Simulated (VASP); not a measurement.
Runs of VASP 6.6.1 on Y. The structure is that of space group P6_3/mmc (No. 194), or close to it. The cells are those of the table. 

```csv
cell,further INCAR settings,gap on the mesh (eV),pressure (GPa)
"a = 3.834, b = 3.834, c = 5.604 Å, angles 90.0, 90.0, 120.0°, 2 atoms",ALGO = Fast; EDIFF = 1e-06; NBANDS = 18,none,(b)
"a = 3.834, b = 3.834, c = 5.747 Å, angles 90.0, 90.0, 120.0°, 2 atoms",ALGO = Fast; EDIFF = 1e-06; NBANDS = 18,none,-5.3
"a = 3.743, b = 3.743, c = 5.891 Å, angles 90.0, 90.0, 120.0°, 2 atoms",ALGO = Fast; EDIFF = 1e-06; NBANDS = 18,none,-4.7
"a = 3.834, b = 3.834, c = 6.035 Å, angles 90.0, 90.0, 120.0°, 2 atoms",ALGO = Fast; EDIFF = 1e-07; NBANDS = 18,none,-6.4
"a = 3.743, b = 3.743, c = 6.035 Å, angles 90.0, 90.0, 120.0°, 2 atoms",ALGO = Fast; EDIFF = 1e-06; NBANDS = 18,none,-5.3
"a = 3.834, b = 3.834, c = 5.891 Å, angles 90.0, 90.0, 120.0°, 2 atoms",ALGO = Fast; EDIFF = 1e-06; NBANDS = 18,none,-5.8
"a = 3.743, b = 3.743, c = 5.747 Å, angles 90.0, 90.0, 120.0°, 2 atoms",ALGO = Fast; EDIFF = 1e-06; NBANDS = 18,none,(a)
```

Alike in all rows: task single point; level PBEsol; potentials or basis VASP PAW PBE potentials, release 64 (Y_sv); no spin polarisation; k mesh 18 × 18 × 8; cutoff (eV) 520; smearing gaussian 0.15 eV.

Estimate the missing entries.

(a) -4.0; (b) -4.6.

Caveats: the cell stands under tension; the PAW data sets were made with another functional, which shifts forces and pressure a little.

A k mesh can miss the band edges, and the runs leave out spin-orbit coupling on Y.

A gap of «none» marks levels without a gap at the run's occupations.
